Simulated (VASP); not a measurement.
## W: single point with r2SCAN

Crystal: W.

```
W
1.0
    -1.58480    1.58480    1.58480
     1.58480   -1.58480    1.58480
     1.58480    1.58480   -1.58480
W
1
Cartesian
  0.0000 0.0000 0.0000
```

```
Program                : VASP 6.6.1
Task                   : single point
Functional             : r2SCAN
Potentials or basis    : VASP PAW PBE potentials, release 64 (W_sv)
Cutoff                 : 520 eV
k mesh                 : 5 × 5 × 5
Occupations            : fermi-dirac, width 0.1 eV
Spin                   : no spin polarisation
Dipole correction      : no
Further INCAR settings : ALGO = Normal; EDIFF = 1e-06; NBANDS = 13
```

The pressure is 0.4 GPa. The band gap on the k mesh is zero (band 7 reaches 13.92 eV, above the bottom of band 8 at 9.94 eV).

Levels at points of the mesh, in eV from the Fermi level:
```tsv
k point	band 4	band 5	band 6	band 7	band 8	band 9	band 10	band 11
(0.00, 0.00, 0.00)	-38.62	-9.72	-0.90	-0.90	-0.90	2.93	2.93	15.64
```

Run time: 12 s on 1 thread of Intel(R) Xeon(R) Platinum 8488C (Sapphire Rapids), on a shared host, peak memory 0.12 GiB.

Caveat: the k points lie up to 0.56 Å⁻¹ apart; the PAW data sets were made with another functional, which shifts forces and pressure a little; spin-orbit coupling is left out, which moves the levels of the heavy elements.
